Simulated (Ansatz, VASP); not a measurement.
# Two plane-wave programs on InP

```xyz
14
Lattice="4.1204 0.0000 0.0000 0.0000 5.8271 0.0000 0.0000 0.0000 27.3611" Properties=species:S:1:pos:R:3 pbc="T T T"
In    2.0602    2.9135    7.5000
In    0.0000    0.0000    9.5602
In    2.0602    2.9135   11.6204
In    0.0000    0.0000   13.6806
In    2.0602    2.9135   15.7408
In    0.0000    0.0000   17.8009
In    2.0602    2.9135   19.8611
P     0.0000    4.3703    7.5000
P     2.0602    1.4568    9.5602
P     0.0000    4.3703   11.6204
P     2.0602    1.4568   13.6806
P     0.0000    4.3703   15.7408
P     2.0602    1.4568   17.8009
P     0.0000    4.3703   19.8611
```

Alike in both runs: task single point; functional LDA; k mesh 9 × 6 × 1; occupations gaussian, width 0.05 eV; no spin polarisation.

```csv
,VASP,Ansatz
version,VASP 6.6.1,Ansatz 0.2.0
potentials or method,"VASP PAW LDA potentials, release 64 (In_d, P), cutoff 520 eV","scalar-relativistic, plane waves, PAW"
valence electrons in the cell,126,126
```

```tsv
	VASP	Ansatz	Ansatz less VASP
gap on the k mesh at the Fermi level (eV)	0.34	0.33	-0.005
least direct gap on the mesh (eV)	0.38	0.38	-0.002
rms of the force components (eV/Å)	0.461	0.458	-0.0025
```

LDA's correlation is that of Perdew and Zunger in VASP and of Perdew and Wang (1992) in Ansatz. Ansatz's warnings: xc potential rough in thin density.
